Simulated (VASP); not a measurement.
# H12C3N4 in VASP: notebook

Runs on H12C3N4. Level: PBE. Tasks: single point.

All numbers are computed with VASP 6.6.1; they aren't measurements. Logs are shortened: lines on timing, memory, paths and dates and some standing lists are left out, and cuts for length are marked.

### 1 The cell of the first run

The cell holds an amorphous packing of atoms, 38 atoms: a = 8.400 Å, b = 8.400 Å, c = 8.400 Å, α = 90.00°, β = 90.00°, γ = 90.00°.

### 2 Single point, PBE

INCAR

```
SYSTEM = H12C3N4
PREC = Accurate
ENCUT = 520
EDIFF = 1E-6
ISMEAR = -1
SIGMA = 0.02
LREAL = Auto
LASPH = .True.
NELM = 60
ALGO = Normal
ISIF = 2
LWAVE = .False.
LCHARG = .False.
GGA = PE
NBANDS = 69
```

KPOINTS

```
regular mesh
0
Gamma
  1 1 1
  0 0 0
```

POSCAR

```
H12C3N4
1.0
    8.4004530000      0.0000000000      0.0000000000
    0.0000000000      8.4004530000      0.0000000000
    0.0000000000      0.0000000000      8.4004530000
C N H
6 8 24
Direct
    0.8558761486      0.4104845393      0.0315585478
    0.7905108151      0.3859067860      0.1893829591
    0.5055512727      0.7148517041      0.1317908929
    0.3561143495      0.6333188177      0.1606236095
    0.8995053734      0.6983808206      0.5235653961
    1.0488988271      0.6543409357      0.5972124012
    0.7363261014      0.3692451843      0.3158029506
    0.2357900324      0.5686825874      0.1822343809
    1.1689769127      0.6191484767      0.6565080397
    0.4168977978      0.9213903110      0.6986974029
    0.1932163046      0.1832196643      0.2962590664
   -0.0262486854      0.8896968395      0.1781024420
    0.5229874888      0.4359784337      0.7655494016
    0.0805694492      0.2022562709      0.7461100507
    0.9403190952      0.5103862899      0.0347386794
    0.9207026264      0.3048706255     -0.0111283702
    0.7591286802      0.4371369649     -0.0531329178
    0.5890887263      0.6933401686      0.2298821465
    0.5583128070      0.6697258922      0.0208626425
    0.4850117862      0.8434553864      0.1203241962
    0.8287756924      0.7707123707      0.6064638849
    0.9203619759      0.7673551891      0.4130429361
    0.8321481582      0.5904099964      0.4928390985
    0.5165062237      0.8837935811      0.7592125295
    0.3471779862      0.8216927482      0.6848317396
    0.4560900352      0.9501166623      0.5868926409
    0.1710254533      0.2975570478      0.2596976469
    0.1954282484      0.1885062029      0.4179721917
    0.3083126988      0.1619644239      0.2628238920
    0.0384734290      0.9879359705      0.2143360468
    0.0554197209      0.8042665512      0.1483561073
   -0.0792244524      0.9222753680      0.0735241605
    0.5783549927      0.3880558005      0.6680768613
    0.4716259554      0.3417209653      0.8230472652
    0.4296088669      0.5011207558      0.7217194575
    0.0123746194      0.1828543947      0.6471958883
    0.1337137792      0.3106530156      0.7295888852
    0.1696458075      0.1188213570      0.7454124498
```

Potentials or basis: VASP PAW PBE potentials, release 64 (C, N, H).

On the command line:

```bash
cat potpaw_PBE.64/C/POTCAR potpaw_PBE.64/N/POTCAR potpaw_PBE.64/H/POTCAR > POTCAR
mpirun -np 1 vasp_gam > vasp.out
```

OUTCAR:

```text
SYSTEM = H12C3N4
   PREC = Accurate
   ENCUT = 520
   EDIFF = 1E-6
   ISMEAR = -1
   LREAL = Auto
   LASPH = .True.
   NELM = 60
   ISIF = 2
   GGA = PE

 ion  position               nearest neighbor table
   1  0.856  0.410  0.032-  15 1.10  16 1.10  17 1.10   2 1.45
   2  0.791  0.386  0.189-   7 1.16   1 1.45
   3  0.506  0.715  0.132-  18 1.10  20 1.10  19 1.10   4 1.45
   4  0.356  0.633  0.161-   8 1.16   3 1.45
   5  0.900  0.698  0.524-  21 1.10  23 1.10  22 1.11   6 1.45
   6  0.049  0.654  0.597-   9 1.16   5 1.45
   7  0.736  0.369  0.316-   2 1.16
   8  0.236  0.569  0.182-   4 1.16
   9  0.169  0.619  0.657-   6 1.16
  10  0.417  0.921  0.699-  26 1.02  25 1.03  24 1.03
  11  0.193  0.183  0.296-  29 1.02  28 1.02  27 1.03
  12  0.974  0.890  0.178-  32 1.02  31 1.02  30 1.03
  13  0.523  0.436  0.766-  34 1.02  33 1.02  35 1.02
  14  0.081  0.202  0.746-  36 1.02  37 1.02  38 1.03
  15  0.940  0.510  0.035-   1 1.10
  16  0.921  0.305  0.989-   1 1.10
  17  0.759  0.437  0.947-   1 1.10
[... 19 lines left out ...]
  37  0.134  0.311  0.730-  14 1.02
  38  0.170  0.119  0.745-  14 1.03

  LATTYP: Found a simple cubic cell.
 ALAT       =     8.4004530000

  Lattice vectors:

 A1 = (   8.4004530000,   0.0000000000,   0.0000000000)
 A2 = (   0.0000000000,   8.4004530000,   0.0000000000)
 A3 = (   0.0000000000,   0.0000000000,   8.4004530000)

Analysis of symmetry for initial positions (statically):
=====================================================================
 Subroutine PRICEL returns:
 Original cell was already a primitive cell.

 Routine SETGRP: Setting up the symmetry group for a
 simple cubic supercell.

 Subroutine GETGRP returns: Found  1 space group operations
 (whereof  1 operations were pure point group operations)
 out of a pool of 48 trial point group operations.

The static configuration has the point symmetry C_1 .

Analysis of symmetry for dynamics (positions and initial velocities):
=====================================================================
 Subroutine PRICEL returns:
 Original cell was already a primitive cell.

 Routine SETGRP: Setting up the symmetry group for a
 simple cubic supercell.

 Subroutine GETGRP returns: Found  1 space group operations
 (whereof  1 operations were pure point group operations)
 out of a pool of 48 trial point group operations.

The dynamic configuration has the point symmetry C_1 .

 Subroutine INISYM returns: Found  1 space group operations
 (whereof  1 operations are pure point group operations),
 and found     1 'primitive' translations
[... 143 lines left out ...]
   EDIFF  = 0.1E-05   stopping-criterion for ELM
   LREAL  =      T    real-space projection
   EDIFFG = 0.1E-04   stopping-criterion for IOM
   NSW    =      0    number of steps for IOM
   IBRION =     -1    ionic relax: 0-MD 1-quasi-New 2-CG
   NFREE  =      0    steps in history (QN), initial steepest desc. (CG)
   ISIF   =      2    stress and relaxation
   ISYM   =      2    0-nonsym 1-usesym 2-fastsym
   POTIM  = 0.5000    time-step for ionic-motion
   TEBEG  =    0.0;   TEEND  =   0.0 temperature during run
   PSTRESS=    0.0 pullay stress
   NELECT =      88.0000    total number of electrons
   NUPDOWN=      -1.0000    fix difference up-down
   EMIN   =  10.00;   EMAX   =-10.00  energy-range for DOS
   EFERMI =   0.00;   METHOD = LEGACY
   ISMEAR =    -1;   SIGMA  =   0.02  broadening in eV -4-tet -1-fermi 0-gaus
   EFERMI_NEDOS =   21; number of points for ismear=-14 and -15
   IALGO  =     38    algorithm
   IMIX   =      4    mixing-type and parameters
     AMIX     =   0.40;   BMIX     =  1.00
     AMIX_MAG =   1.60;   BMIX_MAG =  1.00
  volume/ion in A,a.u.               =      15.60       105.27
  Fermi-wavevector in a.u.,A,eV,Ry     =   0.866828  1.638068 10.223296  0.751391
  Thomas-Fermi vector in A             =   1.985274
   LORBIT       =      0    0 simple, 1 ext, 2 COOP (PROOUT), +10 PAW based schemes
   GGA     = PE    functional components
[... 5 lines left out ...]
 non-spin polarized calculation
  energy-cutoff  :      520.00
  volume of cell :      592.80
 maximum number of plane-waves:      7948
 NGX is ok and might be reduce to    64
   NGX = 31   NGY = 31   NGZ = 31

 number of electron      88.0000001 magnetization

 Free energy of the ion-electron system (eV)
  ---------------------------------------------------
  ext. energy  EPLUGINS =         0.00000000
  ---------------------------------------------------
  free energy    TOTEN  =      -209.41757577 eV

  energy without entropy =     -209.41757577  energy(sigma->0) =     -209.41757577

 E-fermi :  -3.0467     XC(G=0):  -5.4857

 val. band max:       -3.5559132071   @ k =   0.0000   0.0000   0.0000
 cond. band min:       0.3904640868   @ k =   0.0000   0.0000   0.0000
 fundamental gap:      3.9463772939
 Fermi energy:        -3.0467081883

 k-point     1 :       0.0000    0.0000    0.0000
  band No.  band energies     occupation
      1     -20.5271      2.00000
      2     -20.4458      2.00000
      3     -20.2047      2.00000
      4     -18.9158      2.00000
      5     -18.7810      2.00000
      6     -18.7754      2.00000
[... 48 lines left out ...]
     55       2.8618      0.00000
     56       3.0466      0.00000
 [bands above 56 left out]

------------------------ aborting loop because EDIFF is reached ----------------------------------------

  FORCE on cell =-STRESS in cart. coord.  units (eV):
  Direction    XX          YY          ZZ          XY          YZ          ZX
  --------------------------------------------------------------------------------------
  -------------------------------------------------------------------------------------
  Total       -0.3579838     -0.8122871     -0.5875247      0.0391292     -0.1359341     -0.1467046
  in kB       -0.9675330     -2.1953917     -1.5879200      0.1057556     -0.3673931     -0.3965029
  external PRESSURE =      -1.5836149 kB  Pullay stress =       0.0000000 kB

 VOLUME and BASIS-vectors are now :
 -----------------------------------------------------------------------------
  energy-cutoff  :      520.00
  volume of cell :      592.80
      direct lattice vectors                 reciprocal lattice vectors
     8.400453000  0.000000000  0.000000000     0.119041199  0.000000000  0.000000000
     0.000000000  8.400453000  0.000000000     0.000000000  0.119041199  0.000000000
     0.000000000  0.000000000  8.400453000     0.000000000  0.000000000  0.119041199

 POSITION                                       TOTAL-FORCE (eV/Angst)
 -----------------------------------------------------------------------------------
      7.18975      3.44826      0.26511        -0.002866      0.006510      0.015926
      6.64065      3.24179      1.59090         0.146065      0.032412     -0.349152
      4.24686      6.00508      1.10710        -0.012221     -0.030519     -0.022066
      2.99152      5.32016      1.34931         0.340567      0.193093     -0.068157
      7.55625      5.86672      4.39819         0.003302     -0.015880     -0.000681
      0.41077      5.49676      5.01685        -0.327552      0.099802     -0.158409
[... 30 lines left out ...]
      1.12326      2.60963      6.12888        -0.019057     -0.010513      0.015277
      1.42510      0.99815      6.26180         0.009569      0.002430      0.006400
 -----------------------------------------------------------------------------------
    total drift:                               -0.005922     -0.028402      0.003245

  FREE ENERGIE OF THE ION-ELECTRON SYSTEM (eV)
  ---------------------------------------------------
  free  energy   TOTEN  =      -209.4175757749 eV

  energy  without entropy=     -209.4175757749  energy(sigma->0) =     -209.41757577
```

OSZICAR:

```text
N       E                     dE             d eps       ncg     rms          rms(c)
DAV:   1     0.673608614175E+03    0.67361E+03   -0.40910E+04   138   0.109E+03
DAV:   2    -0.132097603967E+03   -0.80571E+03   -0.78451E+03   188   0.261E+02
DAV:   3    -0.232064168525E+03   -0.99967E+02   -0.99320E+02   180   0.979E+01
DAV:   4    -0.234691259678E+03   -0.26271E+01   -0.26214E+01   164   0.195E+01
DAV:   5    -0.234752143027E+03   -0.60883E-01   -0.60826E-01   196   0.258E+00    0.275E+01
DAV:   6    -0.212423898569E+03    0.22328E+02   -0.56479E+01   172   0.225E+01    0.133E+01
DAV:   7    -0.210130852739E+03    0.22930E+01   -0.53326E+00   180   0.733E+00    0.789E+00
DAV:   8    -0.209470119964E+03    0.66073E+00   -0.11470E+00   180   0.388E+00    0.236E+00
DAV:   9    -0.209410626558E+03    0.59493E-01   -0.14826E-01   156   0.153E+00    0.671E-01
DAV:  10    -0.209414577786E+03   -0.39512E-02   -0.43263E-02   156   0.778E-01    0.361E-01
DAV:  11    -0.209417383758E+03   -0.28060E-02   -0.75121E-03   148   0.392E-01    0.173E-01
DAV:  12    -0.209418001409E+03   -0.61765E-03   -0.28018E-03   156   0.255E-01    0.825E-02
DAV:  13    -0.209417749532E+03    0.25188E-03   -0.10326E-03   148   0.141E-01    0.475E-02
DAV:  14    -0.209417608641E+03    0.14089E-03   -0.22092E-04   156   0.657E-02    0.219E-02
DAV:  15    -0.209417582501E+03    0.26140E-04   -0.57691E-05   180   0.343E-02    0.106E-02
DAV:  16    -0.209417577432E+03    0.50691E-05   -0.14259E-05   164   0.167E-02    0.549E-03
DAV:  17    -0.209417576305E+03    0.11266E-05   -0.17625E-06   148   0.624E-03    0.313E-03
DAV:  18    -0.209417575775E+03    0.53020E-06   -0.12045E-06   116   0.466E-03
   1 F= -.20941758E+03 E0= -.20941758E+03  d E =-.927944E-11
```

It took 83 s on 1 thread of AMD EPYC 7R43 (Zen 3), shared host; peak memory 0.5 GiB.

Results:

```yaml
Free_energy: -209.4176 eV
Pressure: -0.2 GPa
Largest_force: 0.409 eV/Å
Band_gap_on_the_k_mesh: 3.95 eV
```

Forces on the atoms (eV/Å):
```
C   -0.003  0.007  0.016
C    0.146  0.032 -0.349
C   -0.012 -0.031 -0.022
C    0.341  0.193 -0.068
C    0.003 -0.016 -0.001
C   -0.328  0.100 -0.158
N   -0.153 -0.037  0.351
N   -0.357 -0.193  0.048
N    0.347 -0.097  0.155
N    0.149 -0.167  0.001
N    0.040  0.049  0.051
N    0.058  0.041  0.003
N   -0.017 -0.023 -0.026
N    0.022 -0.001 -0.044
H    0.011 -0.014  0.007
H    0.005 -0.014 -0.010
H   -0.001 -0.004 -0.001
H    0.008 -0.005  0.002
H    0.002 -0.020 -0.023
H   -0.009  0.012 -0.003
H   -0.001 -0.008  0.005
H   -0.002 -0.003 -0.002
H   -0.005 -0.010 -0.011
H   -0.221  0.110 -0.100
H    0.038  0.096  0.040
H   -0.023  0.036  0.063
H   -0.005 -0.018 -0.013
H   -0.004 -0.013  0.005
H    0.008 -0.011 -0.005
H   -0.010 -0.032 -0.012
H   -0.014  0.002  0.021
H   -0.016  0.016  0.006
H    0.015  0.040  0.008
H    0.021 -0.001  0.008
H   -0.026  0.015  0.013
H    0.003 -0.022  0.025
H   -0.019 -0.011  0.015
H    0.010  0.002  0.006
```

Stress tensor (GPa, compression positive):
```
-0.10  0.01 -0.04
 0.01 -0.22 -0.04
-0.04 -0.04 -0.16
```

Caveat: the k points lie up to 0.75 Å⁻¹ apart.

### 3 Single point, PBE

INCAR

```
ALGO = Normal
EDIFF = 1E-7
ENCUT = 520
GGA = PE
ISIF = 2
ISMEAR = -1
LASPH = True
LCHARG = False
LREAL = Auto
LWAVE = False
NBANDS = 69
NELM = 60
PREC = Accurate
SIGMA = 0.02
```

KPOINTS

```
k-points
0
Gamma
  1 1 1
```

POSCAR

```
H12C3N4
1.0
    8.4004530000      0.0000000000      0.0000000000
    0.0000000000      8.4004530000      0.0000000000
    0.0000000000      0.0000000000      8.4004530000
C N H
6 8 24
Direct
    0.8870950174      0.3920145735      0.0453785052
    0.7852076549      0.3952524941      0.1915849062
    0.4792955808      0.7357579407      0.0843049774
    0.3322439873      0.6517981828      0.1305881957
    0.9090819269      0.7059500244      0.5623506256
    1.0653354051      0.6487269198      0.6168238784
    0.7251632739      0.4117158920      0.3127093265
    0.2214285349      0.5943012835      0.1892040822
    1.1915190764      0.6006937959      0.6400964329
    0.3816817974      0.9512939362      0.6984385247
    0.1997749407      0.1834067758      0.3040550313
   -0.0109279821      0.9205932109      0.1684552012
    0.5894801149      0.4299172914      0.7394482179
    0.0681748949      0.1963346500      0.6912246280
    1.0087551231      0.4455235926      0.0539970880
    0.9189147300      0.2747351839      0.0086781034
    0.8224913585      0.4480591701     -0.0490687824
    0.5178292171      0.8062541389      0.1912992073
    0.5751237463      0.6714756930      0.0171776451
    0.4408333693      0.8311099413      0.0081186098
    0.8216461660      0.6782848496      0.6588097094
    0.9042488542      0.8438949661      0.5301618853
    0.8693459746      0.6469293977      0.4462021274
    0.4475115806      1.0466697451      0.7351270223
    0.2909485953      0.9516510598      0.7728987949
    0.4526898728      0.8561204973      0.7385673130
    0.2896748544      0.2670094101      0.2679974520
    0.1344808429      0.2378562204      0.3899551608
    0.2732709772      0.1061252292      0.3767296835
    0.0634370551      1.0144571965      0.1997392283
    0.0508305921      0.8352168627      0.1091012592
   -0.0961852891      0.9633885220      0.0878285969
    0.7026763914      0.4031568298      0.6929626295
    0.5229360845      0.3516953193      0.8056827412
    0.5132223227      0.4531184211      0.6488221528
    0.0532233202      0.1276002616      0.5890991831
    0.0083685963      0.3045550044      0.6654045919
    0.1891326575      0.2272020330      0.6898556542
```

Potentials or basis: VASP PAW PBE potentials, release 64 (C, N, H).

On the command line:

```bash
cat potpaw_PBE.64/C/POTCAR potpaw_PBE.64/N/POTCAR potpaw_PBE.64/H/POTCAR > POTCAR
mpirun -np 1 vasp_gam > vasp.out
```

Wall time 1.9 min (1 thread of AMD EPYC 7R43 (Zen 3), shared host); peak memory 0.49 GiB.

It converged, with:

- Free energy: -207.6617 eV
- Pressure: -1.0 GPa
- Largest force: 4.358 eV/Å
- Band gap on the k mesh: 3.41 eV

Forces in eV/Å, atoms in the order of the input:
```
C    0.061  0.349  1.118
C    3.038  0.018 -3.125
C   -0.308  0.419  0.574
C    1.856  0.275 -0.105
C   -0.588  1.224 -0.667
C   -2.073  1.092 -1.492
N   -1.546  0.142  2.313
N   -0.783 -0.481 -0.002
N    1.636 -0.751  0.742
N    2.184 -0.703 -0.266
N    3.018 -0.484  0.605
N   -1.046  0.583 -0.442
N    0.192  0.567 -0.210
N    0.082  0.966 -0.841
H   -0.827  0.342  0.716
H   -0.255 -1.301 -0.226
H   -0.444  0.422 -0.732
H    0.309 -0.886 -0.411
H   -0.717 -0.040  0.798
H   -0.263  0.593 -0.851
H    0.129  0.292 -0.572
H    0.379 -2.153  0.777
H    0.555  0.263  1.217
H    0.145  0.360 -0.184
H   -1.640 -0.097  0.963
H   -0.709  0.519 -0.668
H   -1.534 -0.766  0.400
H   -0.180  0.594  0.050
H   -1.116  0.767 -1.062
H   -0.145 -0.306 -0.310
H    0.217 -0.068  0.048
H    0.808 -0.244  0.689
H   -1.623 -0.583  0.703
H    1.223 -0.332  0.024
H    0.158  0.416 -0.522
H    0.031  0.289  0.683
H    0.736 -1.141  0.273
H   -0.961 -0.156 -0.007
```

Stress tensor (GPa, compression positive):
```
-1.74 -0.15 -0.09
-0.15 -0.71  0.20
-0.09  0.20 -0.51
```

Levels at points of the mesh, in eV from the valence-band top:
| k point | band 40 | band 41 | band 42 | band 43 | band 44 | band 45 | band 46 | band 47 | band 48 | band 49 |
| --- | --- | --- | --- | --- | --- | --- | --- | --- | --- | --- |
| (0.00, 0.00, 0.00) | -1.34 | -1.09 | -0.88 | -0.69 | 0.00 | 3.41 | 4.71 | 4.88 | 4.95 | 4.99 |

Caveat: the k points lie up to 0.75 Å⁻¹ apart.

[end of part 1 of 2]
